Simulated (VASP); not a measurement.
# LiH in VASP: further runs, part 2 of 2

VASP 6.6.1. Earlier steps stand in the parts before.

## (3) Single point, HSE06

This run uses another cell than the first one, of 8.04 Å³/atom.

Contents of POSCAR:

```
LiH
1.0
    0.0000000000      2.0029948411      2.0029948411
    2.0029948411      0.0000000000      2.0029948411
    2.0029948411      2.0029948411      0.0000000000
Li H
1 1
Direct
    0.0000000000      0.0000000000      0.0000000000
    0.5000000000      0.5000000000      0.5000000000
```

Contents of INCAR.step1:

```
  PREC = Accurate
  ENCUT = 520
  EDIFF = 1E-5
  ISMEAR = 0
  SIGMA = 0.01
  LREAL = F
  LASPH = T
  NELM = 100
  ALGO = Normal
  ISIF = 2
  LWAVE = T
  LCHARG = F
  NBANDS = 9
  GGA = PE
```

Contents of INCAR.step2:

```
  PREC = Accurate
  ENCUT = 520
  EDIFF = 1E-6
  ISMEAR = 0
  SIGMA = 0.01
  LREAL = F
  LASPH = T
  NELM = 100
  ALGO = Normal
  ISIF = 2
  LWAVE = F
  LCHARG = F
  GGA = PE
  LHFCALC = T
  HFSCREEN = 0.2079
  PRECFOCK = Normal
  NBANDS = 9
  ISTART = 1
```

Contents of KPOINTS:

```
Automatic mesh
0
Gamma
  8 8 8
```

Potentials or basis: VASP PAW PBE potentials, release 64 (Li_sv, H).

Started as:

```bash
cat potpaw_PBE.64/Li_sv/POTCAR potpaw_PBE.64/H/POTCAR > POTCAR
cp INCAR.step1 INCAR
mpirun -np 1 vasp_std > vasp.out
cp INCAR.step2 INCAR
mpirun -np 1 vasp_std > vasp.out
```

Run time: 3.8 min. Hardware: 1 thread of Intel Xeon 8259CL, shared host; peak memory 0.24 GiB.

Results (log left out):

```
Free energy            : -6.7865 eV
Band gap on the k mesh : 3.97 eV
```

Levels at points of the mesh, in eV from the valence-band top:
```
           k point  band 1  band 2  band 3  band 4  band 5  band 6
(0.00, 0.00, 0.00)  -47.29   -6.08   17.97   19.49   19.49   19.49
(0.50, 0.00, 0.00)  -47.23   -2.88    5.97   15.27   18.03   18.03
(0.50, 0.50, 0.00)  -47.22    0.00    3.97   12.18   12.18   15.29
```

Caveat: the cutoff is under 1.25 times the usual one of these potentials, so pressure, stress and relaxed cells hold a basis-set (Pulay) error; the PAW data sets were made with another functional, which shifts forces and pressure a little. A k mesh can miss the band edges.

## (4) Single point, HSE06 (strain +3.0%)

Contents of POSCAR:

```
LiH
1.0
    0.0000000000      2.0630846863      2.0630846863
    2.0630846863      0.0000000000      2.0630846863
    2.0630846863      2.0630846863      0.0000000000
Li H
1 1
Direct
    0.0000000000      0.0000000000      0.0000000000
    0.5000000000      0.5000000000      0.5000000000
```

Contents of INCAR.step1:

```
PREC = Accurate
ENCUT = 520
EDIFF = 1E-5
ISMEAR = 0
SIGMA = 0.01
LREAL = False
LASPH = True
NELM = 60
ALGO = Normal
ISIF = 2
LWAVE = True
GGA = PE
NBANDS = 9
```

Contents of INCAR.step2:

```
PREC = Accurate
ENCUT = 520
EDIFF = 1E-6
ISMEAR = 0
SIGMA = 0.01
LREAL = False
LASPH = True
NELM = 60
ALGO = Normal
ISIF = 2
LWAVE = False
LCHARG = True
GGA = PE
LHFCALC = True
HFSCREEN = 0.2079
PRECFOCK = Normal
LELF = True
LVHAR = True
ISTART = 1
NBANDS = 9
```

KPOINTS is that of step 3.

Potentials or basis: VASP PAW PBE potentials, release 64 (Li_sv, H).

Started as:

```bash
cat potpaw_PBE.64/Li_sv/POTCAR potpaw_PBE.64/H/POTCAR > POTCAR
cp INCAR.step1 INCAR
mpirun -np 1 vasp_std > vasp.out
cp INCAR.step2 INCAR
mpirun -np 1 vasp_std > vasp.out
```

OUTCAR:

```text
PREC = Accurate
   ENCUT = 520
   EDIFF = 1E-6
   ISMEAR = 0
   LREAL = False
   LASPH = True
   NELM = 60
   ISIF = 2
   GGA = PE
   LHFCALC = True
   HFSCREEN = 0.2079
   PRECFOCK = Normal
   ISTART = 1

 ion  position               nearest neighbor table
   1  0.000  0.000  0.000-
   2  0.500  0.500  0.500-

  LATTYP: Found a face centered cubic cell.
 ALAT       =     4.1261693726

  Lattice vectors:

 A1 = (   0.0000000000,   2.0630846863,   2.0630846863)
 A2 = (   2.0630846863,   0.0000000000,   2.0630846863)
 A3 = (   2.0630846863,   2.0630846863,   0.0000000000)

Analysis of symmetry for initial positions (statically):
=====================================================================
 Subroutine PRICEL returns:
 Original cell was already a primitive cell.

 Routine SETGRP: Setting up the symmetry group for a
 face centered cubic supercell.

 Subroutine GETGRP returns: Found 48 space group operations
 (whereof 48 operations were pure point group operations)
 out of a pool of 48 trial point group operations.

The static configuration has the point symmetry O_h .

[... 168 lines left out ...]

 E-fermi :  -0.8641     XC(G=0):  -6.9093

 val. band max:       -0.9798198369   @ k =   0.5000   0.5000   0.0000
 cond. band min:       3.0338900590   @ k =   0.5000   0.5000   0.0000
 fundamental gap:      4.0137098959
 Fermi energy:        -0.8641495679

 k-point     1 :       0.0000    0.0000    0.0000
  band No.  band energies     occupation
      1     -48.3666      2.00000
      2      -6.6889      2.00000
      3      15.8135      0.00000
      4      17.5901      0.00000
      5      17.5901      0.00000
      6      17.5901      0.00000
      7      22.0264      0.00000
      8      22.0264      0.00000
      9      22.0264      0.00000
[... 265 lines left out ...]
 k-point    24 :      -0.3750    0.2500    0.1250
  band No.  band energies     occupation
      1     -48.3244      2.00000
      2      -2.6451      2.00000
      3       5.0083      0.00000
      4       8.7906      0.00000
      5      13.0519      0.00000
      6      16.1677      0.00000
      7      22.4878      0.00000
      8      25.4321      0.00000
      9      26.5360      0.00000

 [... further k-points ...]
[... 5 lines left out ...]
  --------------------------------------------------------------------------------------
  -------------------------------------------------------------------------------------
  Total       -0.3731360     -0.3731360     -0.3731360      0.0000000      0.0000000     -0.0000000
  in kB      -34.0405463    -34.0405463    -34.0405463      0.0000000      0.0000000     -0.0000000
  external PRESSURE =     -34.0405463 kB  Pullay stress =       0.0000000 kB

 VOLUME and BASIS-vectors are now :
 -----------------------------------------------------------------------------
  energy-cutoff  :      520.00
  volume of cell :       17.56
      direct lattice vectors                 reciprocal lattice vectors
     0.000000000  2.063084686  2.063084686    -0.242355538  0.242355538  0.242355538
     2.063084686  0.000000000  2.063084686     0.242355538 -0.242355538  0.242355538
     2.063084686  2.063084686  0.000000000     0.242355538  0.242355538 -0.242355538

 POSITION                                       TOTAL-FORCE (eV/Angst)
 -----------------------------------------------------------------------------------
      0.00000      0.00000      0.00000        -0.000000      0.000000     -0.000000
      2.06308      2.06308      2.06308         0.000000     -0.000000      0.000000
 -----------------------------------------------------------------------------------
    total drift:                               -0.000000     -0.000000     -0.000000

  FREE ENERGIE OF THE ION-ELECTRON SYSTEM (eV)
  ---------------------------------------------------
  free  energy   TOTEN  =        -6.7687786280 eV

  energy  without entropy=       -6.7687786280  energy(sigma->0) =       -6.76877863
```

OSZICAR.step1:

```text
N       E                     dE             d eps       ncg     rms          rms(c)
DAV:   1    -0.174386447710E+01   -0.17439E+01   -0.15356E+03   530   0.416E+02
DAV:   2    -0.628312650109E+01   -0.45393E+01   -0.45139E+01   710   0.535E+01
DAV:   3    -0.635148903913E+01   -0.68363E-01   -0.68340E-01   623   0.532E+00
DAV:   4    -0.635203100173E+01   -0.54196E-03   -0.54193E-03   722   0.441E-01
DAV:   5    -0.635203682793E+01   -0.58262E-05   -0.58262E-05   617   0.276E-02    0.283E+00
DAV:   6    -0.617022914146E+01    0.18181E+00   -0.15674E-01   570   0.119E+00    0.141E+00
DAV:   7    -0.611161079112E+01    0.58618E-01   -0.19429E-01   598   0.151E+00    0.220E-01
DAV:   8    -0.611360570402E+01   -0.19949E-02   -0.50527E-03   619   0.452E-01    0.430E-02
DAV:   9    -0.611353850092E+01    0.67203E-04   -0.16444E-04   642   0.467E-02    0.840E-03
DAV:  10    -0.611353584409E+01    0.26568E-05   -0.74492E-06   499   0.191E-02
   1 F= -.61135358E+01 E0= -.61135358E+01  d E =-.206483E-57
```

It took 8.1 min on 1 thread of Intel Xeon 8259CL, shared host; peak memory 0.25 GiB.

Results:

- Free energy: -6.7688 eV
- Band gap on the k mesh: 4.01 eV

Levels at points of the mesh, in eV from the valence-band top:
```tsv
k point	band 1	band 2	band 3	band 4	band 5
(0.00, 0.00, 0.00)	-47.39	-5.71	16.79	18.57	18.57
(0.50, 0.00, 0.00)	-47.35	-2.61	5.73	14.48	17.21
(0.50, 0.50, 0.00)	-47.34	0.00	4.01	11.73	11.73
```

Caveat: the cell differs from its parent crystal (strain +3.0%); the cutoff is under 1.25 times the usual one of these potentials, so pressure, stress and relaxed cells hold a basis-set (Pulay) error; the PAW data sets were made with another functional, which shifts forces and pressure a little. A k mesh can miss the band edges.

## (5) Single point, HSE06 (uniaxial z strain -0.5%)

Contents of POSCAR:

```
LiH
1.0
    0.0000000000      2.0029948411      1.9929798669
    2.0029948411      0.0000000000      1.9929798669
    2.0029948411      2.0029948411      0.0000000000
Li H
1 1
Direct
    0.0000000000      0.0000000000      0.0000000000
    0.5000000000      0.5000000000      0.5000000000
```

Contents of INCAR.step1:

```
ALGO     = Normal         # electronic algorithm
EDIFF    = 1E-5           # SCF threshold, eV
ENCUT    = 520            # plane-wave cutoff, eV
GGA      = PE             # functional
ISIF     = 2              # what is computed and relaxed
ISMEAR   = 0              # smearing method
LASPH    = T              # aspherical terms in the spheres
LREAL    = F              # projectors in reciprocal space
LWAVE    = T              # write WAVECAR
NBANDS   = 9              # bands
NELM     = 60             # most SCF steps
PREC     = Accurate       # precision mode
SIGMA    = 0.01           # smearing width, eV
```

Contents of INCAR.step2:

```
ALGO     = Normal         # electronic algorithm
EDIFF    = 1E-6           # SCF threshold, eV
ENCUT    = 520            # plane-wave cutoff, eV
GGA      = PE             # functional
HFSCREEN = 0.2079         # screening, 1/A
ISIF     = 2              # what is computed and relaxed
ISMEAR   = 0              # smearing method
ISTART   = 1            
LASPH    = T              # aspherical terms in the spheres
LCHARG   = T              # write CHGCAR
LELF     = T              # ELF
LHFCALC  = T              # exact exchange
LREAL    = F              # projectors in reciprocal space
LVHAR    = T            
LWAVE    = F              # write WAVECAR
NBANDS   = 9              # bands
NELM     = 60             # most SCF steps
PREC     = Accurate       # precision mode
PRECFOCK = Normal       
SIGMA    = 0.01           # smearing width, eV
```

Contents of KPOINTS:

```
k-points
0
Gamma
  8 8 8
```

Started as:

```bash
cat potpaw_PBE.64/Li_sv/POTCAR potpaw_PBE.64/H/POTCAR > POTCAR
cp INCAR.step1 INCAR
mpirun -np 1 vasp_std > vasp.out
cp INCAR.step2 INCAR
mpirun -np 1 vasp_std > vasp.out
```

Run time: 8 min. Hardware: 1 thread of Intel Xeon 8259CL, shared host; peak memory 0.25 GiB.

It converged, with:

* Free energy: -6.7866 eV
* Band gap on the k mesh: 3.91 eV (least direct gap 3.96 eV)

Levels at points of the mesh, in eV from the valence-band top:
```tsv
k point	band 1	band 2	band 3	band 4	band 5	band 6	band 7
(0.00, 0.00, 0.00)	-47.31	-6.13	18.01	19.48	19.52	19.52	24.12
(0.50, 0.00, 0.00)	-47.26	-2.92	5.95	15.29	18.00	18.10	20.60
(0.50, 0.50, 0.00)	-47.24	0.00	3.99	12.13	12.13	15.24	18.98
(0.50, 0.00, 0.50)	-47.24	-0.04	3.91	12.19	12.23	15.32	19.02
```

Caveat: the cell differs from its parent crystal (uniaxial z strain -0.5%); the cutoff is under 1.25 times the usual one of these potentials, so pressure, stress and relaxed cells hold a basis-set (Pulay) error; the PAW data sets were made with another functional, which shifts forces and pressure a little. A k mesh can miss the band edges.

## (6) Overview

| cell | gap on the mesh (eV) |
| --- | --- |
| a = 2.691 Å, angles 60.0°, 2 atoms | 3.85 |
| a = 2.833 Å, angles 60.0°, 2 atoms | 3.97 |
| a = 2.918 Å, angles 60.0°, 2 atoms | 4.01 |
| a = 2.826, b = 2.826, c = 2.833 Å, angles 59.9, 59.9, 60.2°, 2 atoms | 3.91 |

Alike in all rows: task single point; level HSE06; potentials or basis VASP PAW PBE potentials, release 64 (Li_sv, H); no spin polarisation; k mesh 8 × 8 × 8; cutoff (eV) 520; smearing gaussian 0.01 eV.

Caveats: the cutoff is under 1.25 times the usual one of these potentials, so pressure, stress and relaxed cells hold a basis-set (Pulay) error; the PAW data sets were made with another functional, which shifts forces and pressure a little.

Absolute energies hang on the potentials; compare differences alone.
